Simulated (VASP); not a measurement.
# HfC: relaxation of cell and atoms with HF

HfC:

```
Hf C
1.0
     0.00000    2.32500    2.32500
     2.32500    0.00000    2.32500
     2.32500    2.32500    0.00000
Hf C
1 1
Direct
  0.50000 0.50000 0.50000
  0.00000 0.00000 0.00000
```

```yaml
Program: VASP 6.6.1
Task: relaxation of cell and atoms
Functional: HF
Potentials_or_basis: VASP PAW PBE potentials, release 64 (Hf_pv, C)
Cutoff: 600 eV
k_mesh: 5 × 5 × 5
Occupations: fermi-dirac, width 0.05 eV
Spin: no spin polarisation
Dipole_correction: no
Grid_for_exact_exchange_PRECFOCK: Normal
Further_INCAR_settings: ALGO = Normal; EDIFF = 1e-07; IBRION = 2; EDIFFG = -0.01; NSW = 60; ISIF = 3
Share_of_exact_exchange: 1
```

```json
{
  "Relaxed volume": "12.97 Å³/atom",
  "Relaxed cell": "a = 3.323 Å, b = 3.323 Å, c = 3.323 Å, α = 60.00°, β = 60.00°, γ = 60.00°",
  "Space group after relaxing (to 0.1 Å)": "Fm-3m (No. 225)",
  "Energy gained by relaxing": "10.2 meV/atom",
  "Ionic steps": "4",
  "Pressure after relaxing": "0.0 GPa",
  "Band gap on the k mesh": "zero (bands 7 and 8 overlap by 1.83 eV)"
}
```

Step by step:
```tsv
step	energy change (eV)	largest force (eV/Å)	pressure (GPa)	volume (Å³)
1	0.0000	0.0000	8.39	25.14
2	0.0559	0.0000	-13.92	27.61
3	-0.0204	0.0000	-0.17	25.95
4	-0.0205	0.0000	-0.03	25.94
```

Final structure:
```
CELL_PARAMETERS angstrom
0.00000 2.34945 2.34945
2.34945 0.00000 2.34945
2.34945 2.34945 0.00000
ATOMIC_POSITIONS crystal
Hf 0.50000 0.50000 0.50000
C 0.00000 0.00000 0.00000
```

Levels at points of the mesh, in eV from the Fermi level:
```tsv
k point	band 5	band 6	band 7	band 8	band 9	band 10
(0.00, 0.00, 0.00)	1.83	1.83	1.83	5.43	5.43	5.43
```

It took 34 min on 1 thread of Intel(R) Xeon(R) Platinum 8488C (Sapphire Rapids), on a shared host, peak memory 0.18 GiB.

Caveat: the k points lie up to 0.46 Å⁻¹ apart in the final cell, too coarse for converged energies and pressures of a metal; the PAW data sets were made with another functional, which shifts forces and pressure a little; spin-orbit coupling is left out, which moves the levels of the heavy elements. Zero-point motion and thermal expansion aren't in these numbers.
